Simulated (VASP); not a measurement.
Runs of VASP 6.6.1 on MgO. The structure is that of space group P-6m2 (No. 187), or close to it. The cells are those of the table. 

```csv
level,cell,k mesh,cutoff (eV),smearing,gap on the mesh (eV),pressure (GPa)
PBE,"a = 2.884, b = 2.884, c = 2.671 Å, angles 90.0, 90.0, 120.0°, 2 atoms",12 × 12 × 10,520,gaussian 0.02 eV,3.33,5.1
PBE,"a = 2.999, b = 3.123, c = 2.569 Å, angles 89.1, 91.9, 118.7°, 2 atoms",12 × 12 × 10,520,gaussian 0.02 eV,(a),-4.5
PBE,"a = 2.995, b = 2.995, c = 2.973 Å, angles 90.0, 90.0, 120.0°, 2 atoms",12 × 12 × 10,520,gaussian 0.02 eV,1.49,-15.8
PBE,"a = 2.938, b = 2.938, c = 2.680 Å, angles 90.0, 90.0, 120.0°, 2 atoms",12 × 12 × 8,520,gaussian 0.02 eV,3.00,-0.6
r2SCAN,"a = 2.914, b = 2.914, c = 2.658 Å, angles 90.0, 90.0, 120.0°, 2 atoms",12 × 12 × 10,520,gaussian 0.02 eV,3.95,(b)
PBE,"a = 2.938, b = 2.938, c = 2.680 Å, angles 90.0, 90.0, 120.0°, 2 atoms",12 × 12 × 8,520,gaussian 0.05 eV,3.00,-0.6
PBE,"a = 3.010, b = 3.010, c = 2.785 Å, angles 90.0, 90.0, 120.0°, 2 atoms",12 × 12 × 10,520,gaussian 0.02 eV,2.39,-10.8
PBE,"a = 2.938, b = 2.938, c = 2.680 Å, angles 90.0, 90.0, 120.0°, 2 atoms",9 × 9 × 6,600,gaussian 0.1 eV,3.00,(c)
```

Alike in all rows: task single point; potentials or basis VASP PAW PBE potentials, release 64 (Mg, O); no spin polarisation.

Q: Fill in the values left out.

A: (a) 1.87; (b) -2.9; (c) -0.9.

Caveats: the PAW data sets were made with another functional, which shifts forces and pressure a little (some runs).

A k mesh can miss the band edges.
